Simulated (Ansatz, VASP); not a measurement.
## One calculation of Li3SF, two programs

```
F S Li
1.0
     4.45113    0.00000    0.00000
     0.00000    4.45113    0.00000
     0.00000    0.00000    4.45113
F S Li
1 1 3
Direct
  0.00000 0.00000 0.00000
  0.50000 0.50000 0.50000
  0.50000 0.50000 0.00000
  0.50000 0.00000 0.50000
  0.00000 0.50000 0.50000
```

Alike in both runs: task single point; functional PBE; k mesh 6 × 6 × 6; no spin polarisation.

|  | VASP | Ansatz |
| --- | --- | --- |
| version | VASP 6.6.1 | Ansatz 0.2.0 |
| potentials or method | VASP PAW PBE potentials, release 64 (F, S, Li_sv) | plane waves, PAW |
| plane-wave cutoff (eV) | 520 | 420 |
| occupations | gaussian, width 0.01 eV | fixed |
| valence electrons in the cell | 22 | 22 |

|  | VASP | Ansatz | Ansatz less VASP |
| --- | --- | --- | --- |
| gap on the k mesh at the Fermi level (eV) | 4.06 | 4.06 | 0.000 |

Noted on VASP's run: the cutoff is short for stress, so the pressure is rough.
